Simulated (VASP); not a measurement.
Input of a VASP 6.6.1 run:

The input INCAR:

```
PREC = Accurate
ENCUT = 520
EDIFF = 1E-6
ISMEAR = -1
SIGMA = 0.1534
LREAL = Auto
LASPH = True
NELM = 60
ALGO = Normal
ISIF = 2
LWAVE = False
LCHARG = False
GGA = PE
ISYM = 0
NBANDS = 116
```

The input KPOINTS:

```
Automatic mesh
0
Gamma
  1 1 1
  0.25 0.25 0.25
```

File POSCAR:

```
Ta7Mo9
1.0
    6.4357620000      0.0753480000     -0.1865720000
    0.0753480000      6.5467160000      0.2328530000
   -0.1865720000      0.2328530000      6.2967750000
Mo Ta
9 7
Direct
    0.4979479911      0.7509905549      0.7279302101
    0.7796402621      0.5405326875      0.9871965228
    0.5141234553      0.7326490639      0.2101432096
    0.5016590729      0.2118077201      0.2233598109
    0.0147185753      0.7432941264      0.1934586843
    0.2519007929      0.9894530776      0.9850613238
    1.0139774358      0.2477062636      0.2444987556
    0.2814813594      0.4769127059      1.0204931867
    0.2454000444     -0.0198088495      0.4858967213
    0.0187272382      0.2859531822      0.7400362760
   -0.0030374298      0.7532917422      0.7549731503
    0.5164225976      0.2434529803      0.7029330475
    0.2406143538      0.4858610111      0.4594707143
    0.7593201927      0.5057574540      0.4281556426
    0.7368422976     -0.0313917008      0.4916834082
    0.7694901615      0.0209740869      0.9435225873
```

Potentials or basis: VASP PAW PBE potentials, release 64 (Mo_sv, Ta_pv).

Launch:

```sh
$ cat potpaw_PBE.64/Mo_sv/POTCAR potpaw_PBE.64/Ta_pv/POTCAR > POTCAR
$ mpirun -np 1 vasp_std > vasp.out
```

Problem. Estimate the pressure.

Solution. 13.3 GPa.

Problem. Estimate the largest force.

Solution. 4.555 eV/Å.

Stress tensor (GPa, compression positive):
```
 8.26 -4.13  1.68
-4.13 12.29 -8.81
 1.68 -8.81 19.39
```

Caveat: the k points lie up to 1.00 Å⁻¹ apart.
